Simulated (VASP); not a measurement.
Wanted: the native input for a VASP 6.6.1 run.

```yaml
Task: single point
Functional: r2SCAN
Dispersion: D3(BJ)
Potentials_or_basis: VASP PAW PBE potentials, release 64 (Cl)
Cutoff: 520 eV
k_mesh: 1 × 1 × 1
Occupations: fermi-dirac, width 0.05 eV
Spin: no spin polarisation
Dipole_correction: no
Further_INCAR_settings: LREAL = Auto; ALGO = Normal; EDIFF = 1e-07; NBANDS = 102
```

The system is Cl.

```xyz
24
Lattice="9.6549 0.0000 0.0000 0.0000 9.6549 0.0000 0.0000 0.0000 9.6549" Properties=species:S:1:pos:R:3 pbc="T T T"
Cl    1.7632    5.1955    6.3382
Cl    1.4827    3.2174    6.1824
Cl    3.6156    3.2863   11.1528
Cl    3.3253    3.1219    9.1854
Cl    2.5834    7.8549    7.8680
Cl    1.8555    9.7284    8.0275
Cl    8.8917    7.1242    9.2789
Cl    8.6655    7.5135    7.3263
Cl    5.1849    3.4614    5.2886
Cl    5.5854    5.4245    5.3539
Cl    8.7172    6.4614    2.9001
Cl    9.0257    4.4957    3.2610
Cl    2.5036    9.1315    3.0724
Cl    2.5142    7.3756    4.0149
Cl    9.1732    1.4008    3.1792
Cl    9.2013    0.6855    5.0494
Cl    5.8906    8.5566    5.1957
Cl    6.0941    8.6801    3.2061
Cl    9.2139    4.1174    9.3948
Cl    9.4480    2.1362    9.6874
Cl    5.9194    0.5587    7.8784
Cl    6.0216    0.7442    9.8779
Cl    5.1960    6.6416   10.4204
Cl    5.3912    6.0298    8.5232
```

These files were run (other wordings do the same):

POSCAR

```
Cl
1.0
    9.6548940000      0.0000000000      0.0000000000
    0.0000000000      9.6548940000      0.0000000000
    0.0000000000      0.0000000000      9.6548940000
Cl
24
Direct
    0.1826258769      0.5381170180      0.6564783720
    0.1535748390      0.3332364366      0.6403379500
    0.3744820652      0.3403813970      1.1551492390
    0.3444121399      0.3233514886      0.9513714753
    0.2675740379      0.8135707924      0.8149260541
    0.1921787036      1.0076183866      0.8314393467
    0.9209486986      0.7378822084      0.9610537525
    0.8975249748      0.7782019776      0.7588199786
    0.5370267306      0.3585104920      0.5477649042
    0.5785076961      0.5618344147      0.5545234513
    0.9028831407      0.6692391971      0.3003743633
    0.9348362005      0.4656408444      0.3377592888
    0.2593068486      0.9457923280      0.3182269295
    0.2604119042      0.7639228202      0.4158373842
    0.9501077242      0.1450882820      0.3292786658
    0.9530220997      0.0710041305      0.5229840332
    0.6101201534      0.8862472822      0.5381454796
    0.6311938990      0.8990381214      0.3320687625
    0.9543293840      0.4264587595      0.9730561396
    0.9785723834      0.2212530270      1.0033670654
    0.6130992199      0.0578675101      0.8159988053
    0.6236854878      0.0770801081      1.0230958308
    0.5381763265      0.6878964981      1.0792905465
    0.5583944655      0.6245299793      0.8827880818
```

INCAR.step1

```
ALGO = Normal ; EDIFF = 1E-4
ENCUT = 520 ; GGA = PE
ISMEAR = -1 ; LASPH = T
LCHARG = F ; LREAL = Auto
LWAVE = T ; NBANDS = 102
NELM = 80 ; PREC = Accurate
SIGMA = 0.05
```

INCAR.step2

```
ALGO = Normal ; EDIFF = 1E-7
ENCUT = 520 ; ISIF = 2
ISMEAR = -1 ; ISTART = 1
IVDW = 12 ; LASPH = T
LCHARG = F ; LMIXTAU = T
LREAL = Auto ; LWAVE = F
METAGGA = R2SCAN ; NBANDS = 102
NELM = 80 ; PREC = Accurate
SIGMA = 0.05 ; VDW_A1 = 0.49484001
VDW_A2 = 5.73083694 ; VDW_S6 = 1.0
VDW_S8 = 0.78981345
```

KPOINTS

```
k-points
0
Gamma
  1 1 1
```

Potentials or basis: VASP PAW PBE potentials, release 64 (Cl).

Run with:

```console
$ cat potpaw_PBE.64/Cl/POTCAR > POTCAR
$ cp INCAR.step1 INCAR
$ mpirun -np 1 vasp_gam > vasp.out
$ cp INCAR.step2 INCAR
$ mpirun -np 1 vasp_gam > vasp.out
```

Results of the run:

```json
{
  "Pressure": "-0.9 GPa",
  "Largest force": "0.489 eV/Å",
  "Dispersion energy per atom": "-0.057 eV"
}
```

Caveat: the k points lie up to 0.65 Å⁻¹ apart; the PAW data sets were made with another functional, which shifts forces and pressure a little.

It took 8.5 min on 1 thread of Intel(R) Xeon(R) Platinum 8259CL CPU @ 2.50GHz (Skylake/Cascade Lake), on a shared host, peak memory 0.8 GiB.
